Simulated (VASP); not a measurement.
Wanted: the native input for a VASP 6.6.1 run.

- Task: single point
- Functional: PBE
- Potentials or basis: VASP PAW PBE potentials, release 64 (Be, Zn, Se)
- Cutoff: 520 eV
- k mesh: 6 × 6 × 2
- Occupations: gaussian, width 0.1 eV
- Spin: no spin polarisation
- Dipole correction: no
- Further INCAR settings: ALGO = Normal; EDIFF = 1e-06; NBANDS = 26

The structure of Be2ZnSe3 lies in POSCAR:

```
Be2ZnSe3
1.0
    3.7727717700      0.0000000000      0.0000000000
   -1.8863858900      3.2673162000      0.0000000000
    0.0000000000      0.0000000000      9.2413657600
Be Zn Se
2 1 3
Direct
    0.6666666700      0.3333333300      0.3333333300
    0.3333333300      0.6666666700      0.6666666700
    0.0000000000      0.0000000000      0.0000000000
    0.6666666700      0.3333333300      0.0833333300
    0.3333333300      0.6666666700      0.4166666700
    0.0000000000      0.0000000000      0.7500000000
```

The input as run:

INCAR

```
SYSTEM = Be2ZnSe3
PREC = Accurate
ENCUT = 520
EDIFF = 1E-6
ISMEAR = 0
SIGMA = 0.1
LREAL = .False.
LASPH = .True.
NELM = 80
ALGO = Normal
ISIF = 2
LWAVE = .False.
LCHARG = .False.
GGA = PE
NBANDS = 26
```

KPOINTS

```
Automatic mesh
0
Gamma
  6 6 2
  0 0 0
```

Potentials or basis: VASP PAW PBE potentials, release 64 (Be, Zn, Se).

Run with:

```console
$ cat potpaw_PBE.64/Be/POTCAR potpaw_PBE.64/Zn/POTCAR potpaw_PBE.64/Se/POTCAR > POTCAR
$ mpirun -np 1 vasp_std > vasp.out
```

It gave:

```
Pressure               : 3.1 GPa
Largest force          : 1.867 eV/Å
Band gap on the k mesh : 2.55 eV (least direct gap 2.86 eV)
```

Caveat: the cell stands under pressure; forces of over 1 eV/Å act on the atoms, so gaps and moduli don't describe the material at rest.

It took 76 s on 1 thread of Intel Xeon 8259CL, on a shared host, peak memory 0.24 GiB.
